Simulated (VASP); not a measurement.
Runs of VASP 6.6.1 on AlN. The structure is that of space group P6_3mc (No. 186), or close to it. The cells are those of the table. 

```csv
cell,gap on the mesh (eV),pressure (GPa),largest force (eV/Å)
"a = 3.018, b = 3.018, c = 5.053 Å, angles 90.0, 90.0, 120.0°, 4 atoms",4.59,(b),0.74
"a = 3.064, b = 3.064, c = 4.903 Å, angles 90.0, 90.0, 120.0°, 4 atoms",4.49,(c),0.18
"a = 3.158, b = 3.158, c = 4.829 Å, angles 90.0, 90.0, 120.0°, 4 atoms",3.97,0.3,0.44
"a = 3.204, b = 3.204, c = 4.903 Å, angles 90.0, 90.0, 120.0°, 4 atoms",3.60,-8.1,0.31
"a = 3.204, b = 3.204, c = 5.127 Å, angles 90.0, 90.0, 120.0°, 4 atoms",(a),-14.9,0.17
```

Alike in all rows: task single point; level PBEsol; potentials or basis VASP PAW PBE potentials, release 64 (Al, N); no spin polarisation; k mesh 12 × 12 × 6; cutoff (eV) 600; smearing gaussian 0.05 eV.

Problem. Estimate the missing entries.

Solution. (a) 3.34; (b) 12.1; (c) 10.5.

Caveats: the PAW data sets were made with another functional, which shifts forces and pressure a little; the cell stands under pressure (at least some runs); the cell stands under tension (at least some runs).

A k mesh can miss the band edges.
